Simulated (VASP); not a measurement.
# W (Fm-3m) in VASP: a series of runs

The runs below take W through single point, with r2SCAN.

Program: VASP 6.6.1. These are calculated values, not measurements. Logs are shortened: lines on timing, memory, paths and dates and some standing lists are left out, and cuts for length are marked.

### Step 1. The cell of the first run

Symmetry: Fm-3m, No. 225, cubic system. Conventional cell: a = 4.113 Å, b = 4.113 Å, c = 4.113 Å, α = 90.00°, β = 90.00°, γ = 90.00°. W (site symmetry m-3m) has 12 W at 2.91 Å within 3.8 Å.

### Step 2. Single point, r2SCAN

File POSCAR:

```
W
1.0
    0.0000000000      2.0567135898      2.0567135898
    2.0567135898      0.0000000000      2.0567135898
    2.0567135898      2.0567135898      0.0000000000
W
1
Direct
    0.0000000000      0.0000000000      0.0000000000
```

File INCAR.step1:

```
SYSTEM = W
PREC = Accurate
ENCUT = 520
ISMEAR = -1
SIGMA = 0.1
LREAL = .FALSE.
LASPH = .TRUE.
NELM = 80
NBANDS = 13
GGA = PE
ALGO = Normal
EDIFF = 1E-4
LWAVE = .TRUE.
LCHARG = .FALSE.
```

File INCAR.step2:

```
SYSTEM = W
PREC = Accurate
ENCUT = 520
EDIFF = 1E-6
ISMEAR = -1
SIGMA = 0.1
LREAL = .FALSE.
LASPH = .TRUE.
NELM = 80
ALGO = Normal
ISIF = 2
LWAVE = .FALSE.
LCHARG = .FALSE.
METAGGA = R2SCAN
LMIXTAU = .TRUE.
NBANDS = 13
ISTART = 1
```

File KPOINTS:

```
Automatic mesh
0
G
  12 12 12
  0 0 0
```

Potentials or basis: VASP PAW PBE potentials, release 64 (W_sv).

The run is started by

```sh
$ cat potpaw_PBE.64/W_sv/POTCAR > POTCAR
$ cp INCAR.step1 INCAR
$ mpirun -np 1 vasp_std > vasp.out
$ cp INCAR.step2 INCAR
$ mpirun -np 1 vasp_std > vasp.out
```

OUTCAR:

```text
SYSTEM = W
   PREC = Accurate
   ENCUT = 520
   EDIFF = 1E-6
   ISMEAR = -1
   LREAL = .FALSE.
   LASPH = .TRUE.
   NELM = 80
   ISIF = 2
   METAGGA = R2SCAN
   ISTART = 1

 ion  position               nearest neighbor table
   1  0.000  0.000  0.000-

  LATTYP: Found a face centered cubic cell.
 ALAT       =     4.1134271796

  Lattice vectors:

 A1 = (   0.0000000000,   2.0567135898,   2.0567135898)
 A2 = (   2.0567135898,   0.0000000000,   2.0567135898)
 A3 = (   2.0567135898,   2.0567135898,   0.0000000000)

Analysis of symmetry for initial positions (statically):
=====================================================================
 Subroutine PRICEL returns:
 Original cell was already a primitive cell.

 Routine SETGRP: Setting up the symmetry group for a
 face centered cubic supercell.

 Subroutine GETGRP returns: Found 48 space group operations
 (whereof 48 operations were pure point group operations)
 out of a pool of 48 trial point group operations.

The static configuration has the point symmetry O_h .

Analysis of symmetry for dynamics (positions and initial velocities):
=====================================================================
 Subroutine PRICEL returns:
 Original cell was already a primitive cell.

 Routine SETGRP: Setting up the symmetry group for a
 face centered cubic supercell.

 Subroutine GETGRP returns: Found 48 space group operations
 (whereof 48 operations were pure point group operations)
 out of a pool of 48 trial point group operations.

The dynamic configuration has the point symmetry O_h .

 Subroutine INISYM returns: Found 48 space group operations
 (whereof 48 operations are pure point group operations),
 and found     1 'primitive' translations

----------------------------------------------------------------------------------------

                                     Primitive cell

  volume of cell :      17.4001

  direct lattice vectors                    reciprocal lattice vectors
     0.000000000  2.056713590  2.056713590    -0.243106285  0.243106285  0.243106285
     2.056713590  0.000000000  2.056713590     0.243106285 -0.243106285  0.243106285
     2.056713590  2.056713590  0.000000000     0.243106285  0.243106285 -0.243106285

  length of vectors
     2.908632253  2.908632253  2.908632253     0.421072437  0.421072437  0.421072437

  position of ions in fractional coordinates (direct lattice)
     0.000000000  0.000000000  0.000000000

  ion indices of the primitive-cell ions
   primitive index   ion index
                 1           1

----------------------------------------------------------------------------------------

 KPOINTS: Automatic mesh

Automatic generation of k-mesh.
 Grid dimensions read from file:
 generate k-points for:   12   12   12

 Generating k-lattice:

  Cartesian coordinates                     Fractional coordinates (reciprocal lattice)
    -0.020258857  0.020258857  0.020258857     0.083333333  0.000000000  0.000000000
     0.020258857 -0.020258857  0.020258857     0.000000000  0.083333333  0.000000000
     0.020258857  0.020258857 -0.020258857     0.000000000  0.000000000  0.083333333

  Length of vectors
     0.035089370  0.035089370  0.035089370

  Shift w.r.t. Gamma in fractional coordinates (k-lattice)
     0.000000000  0.000000000  0.000000000

 Subroutine IBZKPT returns following result:
 ===========================================

 Found     72 irreducible k-points:

 Following reciprocal coordinates:
            Coordinates               Weight
  0.000000  0.000000  0.000000      1.000000
  0.083333  0.000000  0.000000      8.000000
  0.166667  0.000000  0.000000      8.000000
  0.250000  0.000000  0.000000      8.000000
  0.333333  0.000000  0.000000      8.000000
  0.416667  0.000000  0.000000      8.000000
[... 16 lines left out ...]
  0.500000  0.166667  0.000000     24.000000
 -0.416667  0.166667  0.000000     24.000000
 [... further k-points ...]
   k-points           NKPTS =     72   k-points in BZ     NKDIM =     72   number of bands    NBANDS=     13
   number of dos      NEDOS =    301   number of ions     NIONS =      1
   total plane-waves  NPLWV =  13824
   dimension x,y,z NGX =    24 NGY =   24 NGZ =   24
   dimension x,y,z NGXF=    48 NGYF=   48 NGZF=   48
   ions per type =               1
   NGX,Y,Z   is equivalent  to a cutoff of  13.72, 13.72, 13.72 a.u.
   NGXF,Y,Z  is equivalent  to a cutoff of  27.43, 27.43, 27.43 a.u.
 SYSTEM =  W
   PREC   = accura    normal or accurate (medium, high low for compatibility)
   ISTART =      1    job   : 0-new  1-cont  2-samecut
   ICHARG =      0    charge: 1-file 2-atom 10-const
   ISPIN  =      1    spin polarized calculation?
   LNONCOLLINEAR =      F non collinear calculations
   LSORBIT =      F    spin-orbit coupling
   LASPH  =      T    aspherical Exc in radial PAW
   ENCUT  =  520.0 eV  38.22 Ry    6.18 a.u.   5.41  5.41  5.41*2*pi/ulx,y,z
   NELM   =     80;   NELMIN=  2; NELMDL=  0     # of ELM steps
   EDIFF  = 0.1E-05   stopping-criterion for ELM
   LREAL  =      F    real-space projection
   EDIFFG = 0.1E-04   stopping-criterion for IOM
   NSW    =      0    number of steps for IOM
   IBRION =     -1    ionic relax: 0-MD 1-quasi-New 2-CG
   NFREE  =      0    steps in history (QN), initial steepest desc. (CG)
   ISIF   =      2    stress and relaxation
   ISYM   =      2    0-nonsym 1-usesym 2-fastsym
   POTIM  = 0.5000    time-step for ionic-motion
   TEBEG  =    0.0;   TEEND  =   0.0 temperature during run
   PSTRESS=    0.0 pullay stress
   NELECT =      14.0000    total number of electrons
   NUPDOWN=      -1.0000    fix difference up-down
   EMIN   =  10.00;   EMAX   =-10.00  energy-range for DOS
   EFERMI =   0.00;   METHOD = LEGACY
   ISMEAR =    -1;   SIGMA  =   0.10  broadening in eV -4-tet -1-fermi 0-gaus
   EFERMI_NEDOS =   21; number of points for ismear=-14 and -15
   IALGO  =     38    algorithm
   IMIX   =      4    mixing-type and parameters
     AMIX     =   0.40;   BMIX     =  1.00
     AMIX_MAG =   1.60;   BMIX_MAG =  1.00
  volume/ion in A,a.u.               =      17.40       117.42
  Fermi-wavevector in a.u.,A,eV,Ry     =   1.522651  2.877393 31.544644  2.318466
  Thomas-Fermi vector in A             =   2.631201
   LORBIT       =      0    0 simple, 1 ext, 2 COOP (PROOUT), +10 PAW based schemes
   METAGGA = R2SCAN    functional components
   LHFCALC =     F    Hartree Fock is set to
   AEXX    =    0.0000 exact exchange contribution
   IVDW    =     0    specifies the selected vdW correction
   LEPSILON=     F    determine dielectric tensor
   LRPA    =     F    only Hartree local field effects (RPA)
 non-spin polarized calculation
  energy-cutoff  :      520.00
  volume of cell :       17.40
 maximum number of plane-waves:       487
 NGX is ok and might be reduce to    24
   NGX = 11   NGY = 11   NGZ = 11

 number of electron      13.9999999 magnetization

 Free energy of the ion-electron system (eV)
  ---------------------------------------------------
  ext. energy  EPLUGINS =         0.00000000
  ---------------------------------------------------
  free energy    TOTEN  =       -50.74933074 eV

  energy without entropy =      -50.70689202  energy(sigma->0) =      -50.72811138

 E-fermi :   9.6089     XC(G=0): -14.3608

 val. band max:        9.5988827386   @ k =   0.2500   0.1667   0.0833
 cond. band min:       9.6125099272   @ k =   0.3333   0.0833   0.0000
 fundamental gap:      0.0136271886
 Fermi energy:         9.6088628557

 k-point     1 :       0.0000    0.0000    0.0000
  band No.  band energies     occupation
      1     -66.1720      2.00000
      2     -29.1804      2.00000
      3     -29.1804      2.00000
      4     -29.1804      2.00000
      5       0.3870      2.00000
      6       9.0398      1.99327
      7       9.0398      1.99327
      8       9.0398      1.99327
      9      12.1697      0.00000
     10      12.1697      0.00000
     11      22.8463      0.00000
     12      28.2231      0.00000
     13      28.2231      0.00000

 k-point     2 :       0.0833    0.0000    0.0000
  band No.  band energies     occupation
      1     -66.1659      2.00000
      2     -29.2515      2.00000
      3     -29.1896      2.00000
      4     -29.1896      2.00000
      5       0.6825      2.00000
      6       8.8134      1.99930
      7       9.1740      1.97449
      8       9.1740      1.97449
      9      12.0555      0.00000
     10      12.0555      0.00000
     11      23.4286      0.00000
     12      26.9541      0.00000
     13      28.7659      0.00000

 k-point     3 :       0.1667    0.0000    0.0000
  band No.  band energies     occupation
      1     -66.1491      2.00000
      2     -29.4427      2.00000
      3     -29.2145      2.00000
      4     -29.2145      2.00000
      5       1.5014      2.00000
      6       8.3205      1.99999
      7       9.4500      1.66078
      8       9.4500      1.66078
      9      11.9122      0.00000
     10      11.9122      0.00000
     11      24.4221      0.00000
     12      25.4934      0.00000
     13      30.2809      0.00000

 k-point     4 :       0.2500    0.0000    0.0000
  band No.  band energies     occupation
      1     -66.1261      2.00000
      2     -29.6969      2.00000
      3     -29.2484      2.00000
      4     -29.2484      2.00000
      5       2.6051      2.00000
      6       7.9780      2.00000
      7       9.5056      1.47495
      8       9.5056      1.47494
      9      12.2245      0.00000
     10      12.2245      0.00000
     11      23.0166      0.00000
     12      26.3803      0.00000
     13      32.4740      0.00000

 k-point     5 :       0.3333    0.0000    0.0000
  band No.  band energies     occupation
      1     -66.1030      2.00000
      2     -29.9435      2.00000
      3     -29.2820      2.00000
      4     -29.2820      2.00000
      5       3.5222      2.00000
      6       8.2683      2.00000
      7       9.2639      1.93846
      8       9.2639      1.93846
      9      13.0850      0.00000
     10      13.0850      0.00000
     11      21.5658      0.00000
     12      25.0355      0.00000
     13      31.6052      0.00000
[... 257 lines left out ...]
 k-point    22 :       0.4167    0.1667    0.0000
  band No.  band energies     occupation
      1     -66.0841      2.00000
      2     -29.9783      2.00000
      3     -29.4137      2.00000
      4     -29.3729      2.00000
      5       4.5682      2.00000
      6       7.3433      2.00000
      7       8.4651      1.99998
      8      10.1407      0.00976
      9      13.8399      0.00000
     10      14.3321      0.00000
     11      21.4258      0.00000
     12      25.3421      0.00000
     13      27.8549      0.00000

 k-point    23 :       0.5000    0.1667    0.0000
  band No.  band energies     occupation
      1     -66.0723      2.00000
      2     -30.0826      2.00000
      3     -29.4673      2.00000
      4     -29.3731      2.00000
      5       4.8638      2.00000
      6       7.6014      2.00000
      7       8.7602      1.99959
      8       9.8861      0.11772
      9      14.5117      0.00000
     10      15.5090      0.00000
     11      19.2402      0.00000
     12      24.6089      0.00000
     13      27.6580      0.00000

 k-point    24 :      -0.4167    0.1667    0.0000
  band No.  band energies     occupation
      1     -66.0707      2.00000
      2     -30.0912      2.00000
      3     -29.5005      2.00000
      4     -29.3525      2.00000
      5       4.9503      2.00000
      6       7.7057      2.00000
      7       8.9220      1.99792
      8       9.7702      0.33222
      9      13.8550      0.00000
     10      16.1285      0.00000
     11      19.1452      0.00000
     12      24.5833      0.00000
     13      27.1130      0.00000

 [... further k-points ...]
[... 5 lines left out ...]
  --------------------------------------------------------------------------------------
  -------------------------------------------------------------------------------------
  Total       -1.9207647     -1.9207647     -1.9207647      0.0000000      0.0000000      0.0000000
  in kB     -176.8614965   -176.8614965   -176.8614965      0.0000000      0.0000000      0.0000000
  external PRESSURE =    -176.8614965 kB  Pullay stress =       0.0000000 kB

 VOLUME and BASIS-vectors are now :
 -----------------------------------------------------------------------------
  energy-cutoff  :      520.00
  volume of cell :       17.40
      direct lattice vectors                 reciprocal lattice vectors
     0.000000000  2.056713590  2.056713590    -0.243106285  0.243106285  0.243106285
     2.056713590  0.000000000  2.056713590     0.243106285 -0.243106285  0.243106285
     2.056713590  2.056713590  0.000000000     0.243106285  0.243106285 -0.243106285

 POSITION                                       TOTAL-FORCE (eV/Angst)
 -----------------------------------------------------------------------------------
      0.00000      0.00000      0.00000         0.000000      0.000000      0.000000
 -----------------------------------------------------------------------------------
    total drift:                               -0.000000      0.000000     -0.000000

  FREE ENERGIE OF THE ION-ELECTRON SYSTEM (eV)
  ---------------------------------------------------
  free  energy   TOTEN  =       -50.7493307377 eV

  energy  without entropy=      -50.7068920200  energy(sigma->0) =      -50.72811138
```

Wall time 89 s (1 thread of Intel Xeon 8259CL, shared host); peak memory 0.15 GiB.

What came out:

```
Free energy            : -50.7493 eV
Pressure               : -17.7 GPa
Band gap on the k mesh : zero (band 7 reaches 12.25 eV, above the bottom of band 8 at 9.04 eV)
```

Caveat: the PAW data sets were made with another functional, which shifts forces and pressure a little; spin-orbit coupling is left out, which moves the levels of the heavy elements.

### Step 3. Single point, r2SCAN

This run uses another cell than the first one, of 17.73 Å³/atom, 1.019 times its volume.

File POSCAR:

```
W
1.0
    0.0000000000      2.0698140295      2.0698140295
    2.0698140295      0.0000000000      2.0698140295
    2.0698140295      2.0698140295      0.0000000000
W
1
Direct
    0.0000000000      0.0000000000      0.0000000000
```

File INCAR.step1:

```
  PREC = Accurate
  ENCUT = 520
  ISMEAR = -1
  SIGMA = 0.1
  LREAL = False
  LASPH = True
  NELM = 100
  NBANDS = 13
  GGA = PE
  ALGO = Normal
  EDIFF = 1E-4
  LWAVE = True
  LCHARG = False
```

File INCAR.step2:

```
  PREC = Accurate
  ENCUT = 520
  EDIFF = 1E-7
  ISMEAR = -1
  SIGMA = 0.1
  LREAL = False
  LASPH = True
  NELM = 100
  ALGO = Normal
  ISIF = 2
  LWAVE = False
  LCHARG = True
  METAGGA = R2SCAN
  LMIXTAU = True
  LELF = True
  LVHAR = True
  NBANDS = 13
  ISTART = 1
```

File KPOINTS:

```
regular mesh
0
Gamma
  12 12 12
```

Potentials or basis: VASP PAW PBE potentials, release 64 (W_sv).

The run is started by

```sh
$ cat potpaw_PBE.64/W_sv/POTCAR > POTCAR
$ cp INCAR.step1 INCAR
$ mpirun -np 1 vasp_std > vasp.out
$ cp INCAR.step2 INCAR
$ mpirun -np 1 vasp_std > vasp.out
```

Wall time 1.7 min (1 thread of Intel Xeon 8259CL, shared host); peak memory 0.15 GiB.

It converged, with:

```
Free energy            : -50.7082 eV
Pressure               : -21.8 GPa
Band gap on the k mesh : zero (band 7 reaches 11.91 eV, above the bottom of band 8 at 8.81 eV)
```

Levels at points of the mesh, in eV from the Fermi level:
```csv
k point,band 4,band 5,band 6,band 7,band 8,band 9,band 10,band 11
"(0.00, 0.00, 0.00)",-38.85,-9.12,-0.55,-0.55,-0.55,2.50,2.50,13.21
"(0.50, 0.00, 0.00)",-38.98,-5.53,-0.67,-0.67,0.19,4.68,4.68,9.62
"(0.50, 0.50, 0.00)",-39.19,-5.23,-4.35,2.55,4.73,5.28,5.28,11.59
```

Caveat: the PAW data sets were made with another functional, which shifts forces and pressure a little; spin-orbit coupling is left out, which moves the levels of the heavy elements.
